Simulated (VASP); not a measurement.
# CdTe (F-43m) in VASP: a series of runs

Aim: see how the results for CdTe move with the level of theory and the settings. Levels: PBE, r2SCAN. Tasks: single point.

Program: VASP 6.6.1. These are calculated values, not measurements. Logs are shortened: lines on timing, memory, paths and dates and some standing lists are left out, and cuts for length are marked.

## 1. The cell of the first run

Symmetry: F-43m, No. 216, cubic system. The conventional cell has a = 6.482 Å, b = 6.482 Å, c = 6.482 Å, α = 90.00°, β = 90.00°, γ = 90.00°. Cd (site symmetry -43m) has 4 Te at 2.81 Å within 3.7 Å. Te (site symmetry -43m) has 4 Cd at 2.81 Å within 3.7 Å.

## 2. Single point, PBE, non-collinear spin, zero start, spin-orbit coupling

File INCAR:

```
PREC = Accurate ; ENCUT = 520
EDIFF = 1E-6 ; ISMEAR = 0
SIGMA = 0.01 ; LREAL = False
LASPH = True ; NELM = 150
ALGO = Normal ; ISIF = 2
LWAVE = False ; LCHARG = False
LNONCOLLINEAR = True ; MAGMOM = 0 0 0 0 0 0
LORBIT = 11 ; LSORBIT = True
GGA_COMPAT = False ; LORBMOM = True
GGA = PE ; NBANDS = 30
```

File KPOINTS:

```
regular mesh
0
Gamma
  8 8 8
```

File POSCAR:

```
CdTe
1.0
    0.0000000000      3.2410000000      3.2410000000
    3.2410000000      0.0000000000      3.2410000000
    3.2410000000      3.2410000000      0.0000000000
Cd Te
1 1
Direct
    0.0000000000      0.0000000000      0.0000000000
    0.2500000000      0.2500000000      0.2500000000
```

Potentials or basis: VASP PAW PBE potentials, release 64 (Cd, Te).

Command:

```
$ cat potpaw_PBE.64/Cd/POTCAR potpaw_PBE.64/Te/POTCAR > POTCAR
$ mpirun -np 1 vasp_ncl > vasp.out
```

OUTCAR:

```text
PREC = Accurate
   ENCUT = 520
   EDIFF = 1E-6
   ISMEAR = 0
   LREAL = False
   LASPH = True
   NELM = 150
   ISIF = 2
   LNONCOLLINEAR = True
   LORBIT = 11
   LSORBIT = True
   GGA = PE

 ion  position               nearest neighbor table
   1  0.000  0.000  0.000-   2 2.81   2 2.81   2 2.81   2 2.81
   2  0.250  0.250  0.250-   1 2.81   1 2.81   1 2.81   1 2.81

  LATTYP: Found a face centered cubic cell.
 ALAT       =     6.4820000000

  Lattice vectors:

 A1 = (   0.0000000000,   3.2410000000,   3.2410000000)
 A2 = (   3.2410000000,   0.0000000000,   3.2410000000)
 A3 = (   3.2410000000,   3.2410000000,   0.0000000000)

Analysis of symmetry for initial positions (statically):
=====================================================================
 Subroutine PRICEL returns:
 Original cell was already a primitive cell.

 Routine SETGRP: Setting up the symmetry group for a
 face centered cubic supercell.

 Subroutine GETGRP returns: Found 24 space group operations
 (whereof 24 operations were pure point group operations)
 out of a pool of 48 trial point group operations.

The static configuration has the point symmetry T_d .

Analysis of symmetry for dynamics (positions and initial velocities):
=====================================================================
 Subroutine PRICEL returns:
 Original cell was already a primitive cell.

 Routine SETGRP: Setting up the symmetry group for a
 face centered cubic supercell.

 Subroutine GETGRP returns: Found 24 space group operations
 (whereof 24 operations were pure point group operations)
 out of a pool of 48 trial point group operations.

The dynamic configuration has the point symmetry T_d .

Analysis of structural, dynamic, and magnetic symmetry:
=====================================================================
 Subroutine PRICEL returns:
 Original cell was already a primitive cell.

 Routine SETGRP: Setting up the symmetry group for a
 face centered cubic supercell.

 Subroutine GETGRP returns: Found 24 space group operations
 (whereof 24 operations were pure point group operations)
 out of a pool of 48 trial point group operations.

The overall configuration has the point symmetry T_d .

 Subroutine INISYM returns: Found 24 space group operations
 (whereof 24 operations are pure point group operations),
 and found     1 'primitive' translations

----------------------------------------------------------------------------------------

                                     Primitive cell

  volume of cell :      68.0875

  direct lattice vectors                    reciprocal lattice vectors
     0.000000000  3.241000000  3.241000000    -0.154273372  0.154273372  0.154273372
     3.241000000  0.000000000  3.241000000     0.154273372 -0.154273372  0.154273372
     3.241000000  3.241000000  0.000000000     0.154273372  0.154273372 -0.154273372

  length of vectors
     4.583466156  4.583466156  4.583466156     0.267209319  0.267209319  0.267209319

  position of ions in fractional coordinates (direct lattice)
     0.000000000  0.000000000  0.000000000
     0.250000000  0.250000000  0.250000000

  ion indices of the primitive-cell ions
   primitive index   ion index
                 1           1
                 2           2

----------------------------------------------------------------------------------------

 KPOINTS: regular mesh

Automatic generation of k-mesh.
 Grid dimensions read from file:
 generate k-points for:    8    8    8

 Generating k-lattice:

  Cartesian coordinates                     Fractional coordinates (reciprocal lattice)
    -0.019284172  0.019284172  0.019284172     0.125000000  0.000000000  0.000000000
     0.019284172 -0.019284172  0.019284172     0.000000000  0.125000000  0.000000000
     0.019284172  0.019284172 -0.019284172     0.000000000  0.000000000  0.125000000

  Length of vectors
     0.033401165  0.033401165  0.033401165
[... 90 lines left out ...]
   NGX = 17   NGY = 17   NGZ = 17

 number of electron      18.0000000 magnetization       0.0000000      0.0000000      0.0000000

 number of electron      17.9999996 magnetization      -0.0000000     -0.0000000     -0.0000000

 number of electron      17.9999996 magnetization      -0.0000000      0.0000000     -0.0000000

 number of electron      17.9999996 magnetization      -0.0000000      0.0000000      0.0000000

 Free energy of the ion-electron system (eV)
  ---------------------------------------------------
  ext. energy  EPLUGINS =         0.00000000
  ---------------------------------------------------
  free energy    TOTEN  =        -4.90217517 eV

  energy without entropy =       -4.90217517  energy(sigma->0) =       -4.90217517

 E-fermi :   2.6825     XC(G=0):  -8.5830

 val. band max:        2.6137389749   @ k =   0.0000   0.0000   0.0000
 cond. band min:       3.1144964148   @ k =   0.0000   0.0000   0.0000
 fundamental gap:      0.5007574399
 Fermi energy:         2.6825051284

 k-point     1 :       0.0000    0.0000    0.0000
  band No.  band energies     occupation
      1      -8.8214      1.00000
      2      -8.8214      1.00000
      3      -6.2541      1.00000
      4      -6.2541      1.00000
      5      -6.2541      1.00000
      6      -6.2541      1.00000
[... 781 lines left out ...]
     29      12.8437      0.00000
     30      12.8559      0.00000

 [... further k-points ...]
[... 5 lines left out ...]
  --------------------------------------------------------------------------------------
  -------------------------------------------------------------------------------------
  Total        1.1561451      1.1561451      1.1561451     -0.0000000      0.0000000      0.0000000
  in kB       27.2054456     27.2054456     27.2054456     -0.0000000      0.0000000      0.0000000
  external PRESSURE =      27.2054456 kB  Pullay stress =       0.0000000 kB

 VOLUME and BASIS-vectors are now :
 -----------------------------------------------------------------------------
  energy-cutoff  :      520.00
  volume of cell :       68.09
      direct lattice vectors                 reciprocal lattice vectors
     0.000000000  3.241000000  3.241000000    -0.154273372  0.154273372  0.154273372
     3.241000000  0.000000000  3.241000000     0.154273372 -0.154273372  0.154273372
     3.241000000  3.241000000  0.000000000     0.154273372  0.154273372 -0.154273372

 POSITION                                       TOTAL-FORCE (eV/Angst)
 -----------------------------------------------------------------------------------
      0.00000      0.00000      0.00000        -0.000000      0.000000     -0.000000
      1.62050      1.62050      1.62050         0.000000     -0.000000      0.000000
 -----------------------------------------------------------------------------------
    total drift:                                0.000000      0.000000      0.000000

  FREE ENERGIE OF THE ION-ELECTRON SYSTEM (eV)
  ---------------------------------------------------
  free  energy   TOTEN  =        -4.9021751744 eV

  energy  without entropy=       -4.9021751744  energy(sigma->0) =       -4.90217517

 orbital moment (x)

 # of ion     p       d       tot
 ----------------------------------------
  1        -0.000   0.000   0.000
  2        -0.000   0.000  -0.000
 ----------------------------------------
           -0.000   0.000   0.000

 orbital moment (y)

 # of ion     p       d       tot
 ----------------------------------------
  1        -0.000   0.000   0.000
  2         0.000   0.000   0.000
 ----------------------------------------
            0.000   0.000   0.000

 orbital moment (z)

 # of ion     p       d       tot
 ----------------------------------------
  1         0.000   0.000   0.000
  2         0.000   0.000   0.000
 ----------------------------------------
            0.000   0.000   0.000

 Spin-Orbit-Coupling matrix elements

 Ion:    1  E_soc:     -0.0610176
 l=   1
     0.0000000    -0.0031962    -0.0031962
    -0.0031962     0.0000000    -0.0031962
    -0.0031962    -0.0031962     0.0000000
 l=   2
     0.0000000    -0.0013995     0.0000000    -0.0013995    -0.0055738
    -0.0013995     0.0000000    -0.0041804    -0.0013995    -0.0013935
     0.0000000    -0.0041804     0.0000000    -0.0041804     0.0000000
    -0.0013995    -0.0013995    -0.0041804     0.0000000    -0.0013935
    -0.0055738    -0.0013935     0.0000000    -0.0013935     0.0000000
 l=   3
     0.0000000     0.0000000     0.0000000     0.0000000     0.0000000     0.0000000     0.0000000
     0.0000000     0.0000000     0.0000000     0.0000000     0.0000000     0.0000000     0.0000000
     0.0000000     0.0000000     0.0000000     0.0000000     0.0000000     0.0000000     0.0000000
     0.0000000     0.0000000     0.0000000     0.0000000     0.0000000     0.0000000     0.0000000
     0.0000000     0.0000000     0.0000000     0.0000000     0.0000000     0.0000000     0.0000000
     0.0000000     0.0000000     0.0000000     0.0000000     0.0000000     0.0000000     0.0000000
     0.0000000     0.0000000     0.0000000     0.0000000     0.0000000     0.0000000     0.0000000

 Ion:    2  E_soc:     -0.1942805
 l=   1
     0.0000000    -0.0323051    -0.0323051
    -0.0323051     0.0000000    -0.0323051
    -0.0323051    -0.0323051     0.0000000
 l=   2
     0.0000000    -0.0000302     0.0000000    -0.0000302    -0.0000448
    -0.0000302     0.0000000    -0.0000336    -0.0000302    -0.0000112
     0.0000000    -0.0000336     0.0000000    -0.0000336     0.0000000
    -0.0000302    -0.0000302    -0.0000336     0.0000000    -0.0000112
    -0.0000448    -0.0000112     0.0000000    -0.0000112     0.0000000
 l=   3
     0.0000000     0.0000000     0.0000000     0.0000000     0.0000000     0.0000000     0.0000000
     0.0000000     0.0000000     0.0000000     0.0000000     0.0000000     0.0000000     0.0000000
     0.0000000     0.0000000     0.0000000     0.0000000     0.0000000     0.0000000     0.0000000
     0.0000000     0.0000000     0.0000000     0.0000000     0.0000000     0.0000000     0.0000000
     0.0000000     0.0000000     0.0000000     0.0000000     0.0000000     0.0000000     0.0000000
     0.0000000     0.0000000     0.0000000     0.0000000     0.0000000     0.0000000     0.0000000
     0.0000000     0.0000000     0.0000000     0.0000000     0.0000000     0.0000000     0.0000000

 total charge

# of ion       s       p       d       tot
------------------------------------------
    1        0.472   0.318   9.531  10.321
    2        1.351   2.061   0.021   3.433
--------------------------------------------------
tot          1.823   2.379   9.552  13.754

 magnetization (x)

# of ion       s       p       d       tot
------------------------------------------
    1       -0.000   0.000   0.000  -0.000
    2       -0.000   0.000   0.000  -0.000
--------------------------------------------------
tot         -0.000   0.000   0.000  -0.000

 magnetization (y)

# of ion       s       p       d       tot
------------------------------------------
    1        0.000   0.000  -0.000   0.000
    2        0.000   0.000  -0.000   0.000
--------------------------------------------------
tot          0.000   0.000  -0.000   0.000

 magnetization (z)

# of ion       s       p       d       tot
------------------------------------------
    1       -0.000  -0.000  -0.000  -0.000
    2       -0.000   0.000  -0.000  -0.000
--------------------------------------------------
tot         -0.000  -0.000  -0.000  -0.000
```

It took 3.5 min on 1 thread of Intel Xeon Platinum 8259CL at 2.50GHz (Skylake/Cascade Lake), shared host; peak memory 0.45 GiB.

What came out:

```yaml
Free_energy: -4.9022 eV
Pressure: 2.7 GPa
Net_moment: 0.00 μB per cell
Valence_electrons_inside_the_program's_atomic_spheres: Cd 10.32; Te 3.43
```

Moments on the atoms (μB; x, y, z):
```
Cd  0.00 0.00 0.00
Te  0.00 0.00 0.00
```

## 3. Single point, r2SCAN, non-collinear spin, zero start, spin-orbit coupling

POSCAR is that of step 2.

File INCAR.step1:

```
SYSTEM = CdTe
PREC = Accurate
ENCUT = 520
ISMEAR = 0
SIGMA = 0.01
LREAL = .FALSE.
LASPH = .TRUE.
NELM = 150
LNONCOLLINEAR = .TRUE.
MAGMOM = 0 0 0 0 0 0
LSORBIT = .TRUE.
GGA_COMPAT = .FALSE.
NBANDS = 30
GGA = PE
ALGO = Normal
EDIFF = 1E-4
LWAVE = .TRUE.
LCHARG = .FALSE.
```

File INCAR.step2:

```
SYSTEM = CdTe
PREC = Accurate
ENCUT = 520
EDIFF = 1E-6
ISMEAR = 0
SIGMA = 0.01
LREAL = .FALSE.
LASPH = .TRUE.
NELM = 150
ALGO = Normal
ISIF = 2
LWAVE = .FALSE.
LCHARG = .FALSE.
LNONCOLLINEAR = .TRUE.
MAGMOM = 0 0 0 0 0 0
LORBIT = 11
LSORBIT = .TRUE.
GGA_COMPAT = .FALSE.
LORBMOM = .TRUE.
METAGGA = R2SCAN
LMIXTAU = .TRUE.
NBANDS = 30
ISTART = 1
```

File KPOINTS:

```
regular mesh
0
G
  8 8 8
  0 0 0
```

Potentials or basis: VASP PAW PBE potentials, release 64 (Cd, Te).

Command:

```
$ cat potpaw_PBE.64/Cd/POTCAR potpaw_PBE.64/Te/POTCAR > POTCAR
$ cp INCAR.step1 INCAR
$ mpirun -np 1 vasp_ncl > vasp.out
$ cp INCAR.step2 INCAR
$ mpirun -np 1 vasp_ncl > vasp.out
```

Run time: 22 min. Hardware: 1 thread of Intel Xeon Platinum 8259CL at 2.50GHz (Skylake/Cascade Lake), shared host; peak memory 0.53 GiB.

It converged, with:

```
Free energy                                           : -46.7501 eV
Pressure                                              : 1.7 GPa
Net moment                                            : 0.00 μB per cell
Valence electrons inside the program's atomic spheres : Cd 10.31; Te 3.48
```

Moments on the atoms (μB; x, y, z):
```
Cd  0.00 0.00 0.00
Te  0.00 0.00 0.00
```

Caveat: the PAW data sets were made with another functional, which shifts forces and pressure a little.
